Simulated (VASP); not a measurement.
Crystal: BaWF3.

```
Ba W F
1.0
     4.17915    0.00000    0.00000
     0.00000    4.17915    0.00000
     0.00000    0.00000    4.17915
Ba W F
1 1 3
Direct
  0.50000 0.50000 0.50000
  0.00000 0.00000 0.00000
  0.50000 0.00000 0.00000
  0.00000 0.50000 0.00000
  0.00000 0.00000 0.50000
```

```yaml
Program: VASP 6.6.1
Task: relaxation of cell and atoms
Functional: PBE
Potentials_or_basis: VASP PAW PBE potentials, release 64 (Ba_sv, W_sv, F)
Cutoff: 600 eV
k_mesh: 4 × 4 × 4
Occupations: gaussian, width 0.1 eV
Spin: no spin polarisation
```

At the start: pressure 16.6 GPa; volume 14.60 Å³/atom.

Q: Where does the relaxation end?

A: Over 3 steps the energy falls by 110.3 meV/atom and the volume is 17.08 Å³/atom (+17.0 %); space group Pm-3m (No. 221, to 0.1 Å) before and after.

Step by step:
| step | energy change (eV) | largest force (eV/Å) | pressure (GPa) | volume (Å³) |
| --- | --- | --- | --- | --- |
| 1 | 0.0000 | 0.0000 | 16.62 | 72.99 |
| 2 | -0.5026 | 0.0000 | -3.08 | 90.19 |
| 3 | -0.5517 | 0.0000 | 0.00 | 85.39 |

Final structure:
```
Ba W F
1.0
     4.40358    0.00000    0.00000
     0.00000    4.40358    0.00000
     0.00000    0.00000    4.40358
Ba W F
1 1 3
Direct
  0.50000 0.50000 0.50000
  0.00000 0.00000 0.00000
  0.50000 0.00000 0.00000
  0.00000 0.50000 0.00000
  0.00000 0.00000 0.50000
```

Caveat: the k points lie up to 0.36 Å⁻¹ apart in the final cell, too coarse for converged energies and pressures of a metal; the volume moved by over 15 % at a fixed basis, so the end points are rough; an odd number of electrons without spin polarisation forces a metal; a magnetic or distorted state may lie lower.
